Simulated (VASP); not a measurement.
A run of VASP 6.6.1:

The input INCAR:

```
SYSTEM = HfO2
  ALGO = Normal
  EDIFF = 1E-6
  ENCUT = 600
  GGA = PS
  GGA_COMPAT = .False.
  ISIF = 2
  ISMEAR = 0
  IVDW = 12
  LASPH = .True.
  LCHARG = .False.
  LREAL = .False.
  LWAVE = .False.
  NBANDS = 18
  NELM = 120
  PREC = Accurate
  SIGMA = 0.02
```

Contents of KPOINTS:

```
k-points
0
Gamma
  8 8 8
  0 0 0
```

File POSCAR:

```
HfO2
1.0
    0.0000000000      2.5364421924      2.5364421924
    2.5364421924      0.0000000000      2.5364421924
    2.5364421924      2.5364421924      0.0000000000
Hf O
1 2
Direct
    0.0000000000      0.0000000000      0.0000000000
    0.2500000000      0.2500000000      0.2500000000
    0.7500000000      0.7500000000      0.7500000000
```

Potentials or basis: VASP PAW PBE potentials, release 64 (Hf_pv, O).

Command:

```sh
$ cat potpaw_PBE.64/Hf_pv/POTCAR potpaw_PBE.64/O/POTCAR > POTCAR
$ mpirun -np 1 vasp_std > vasp.out
```

Hardware: 1 thread of Intel(R) Xeon(R) 6975P-C (Granite Rapids) (shared host).

Problem. Estimate the wall time of this run.

Solution. Wall time 11 s on 1 thread of Intel(R) Xeon(R) 6975P-C (Granite Rapids) (shared host), peak memory 0.19 GiB. Counts: scf iterations 13, k points 29.
